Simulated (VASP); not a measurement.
Here is a VASP 6.6.1 calculation.

Contents of INCAR:

```
PREC = Accurate
ENCUT = 520
EDIFF = 1E-7
ISMEAR = 0
SIGMA = 0.01
LREAL = F
LASPH = T
NELM = 100
ALGO = Normal
ISIF = 2
LWAVE = F
LCHARG = F
LDIPOL = T
IDIPOL = 3
DIPOL = 0.5 0.5 0.500
GGA = PE
IVDW = 12
NBANDS = 49
```

The input KPOINTS:

```
Automatic mesh
0
Gamma
  12 12 1
```

File POSCAR:

```
WS2
1.0
    3.1559424601      0.0000000000      0.0000000000
   -1.5779712300      2.7331263433      0.0000000000
    0.0000000000      0.0000000000     56.5862238292
S W
6 3
Direct
    0.3333333333      0.6666666667      0.3647177964
    0.3333333333      0.6666666667      0.4204136915
    0.6666666667      0.3333333333      0.4721802867
    0.6666666667      0.3333333333      0.5278197133
    0.3333333333      0.6666666667      0.5795863085
    0.3333333333      0.6666666667      0.6352822036
    0.6666666667      0.3333333333      0.3925826122
    0.3333333333      0.6666666667      0.5000000000
    0.6666666667      0.3333333333      0.6074173878
```

Potentials or basis: VASP PAW PBE potentials, release 64 (S, W_sv).

Command:

```sh
$ cat potpaw_PBE.64/S/POTCAR potpaw_PBE.64/W_sv/POTCAR > POTCAR
$ mpirun -np 1 vasp_std > vasp.out
```

**Question.** Estimate the largest force.

**Answer.** 0.004 eV/Å.

**Question.** What does it give for the band gap on the k mesh?

**Answer.** 1.15 eV, indirect (least direct gap 1.86 eV).

Forces on the atoms (eV/Å):
```
S    0.000  0.000 -0.004
S    0.000  0.000  0.003
S    0.000  0.000 -0.003
S    0.000  0.000  0.003
S    0.000  0.000 -0.003
S    0.000  0.000  0.004
W    0.000  0.000 -0.001
W    0.000  0.000  0.000
W    0.000  0.000  0.001
```

Caveat: spin-orbit coupling is left out, which moves the levels of the heavy elements.
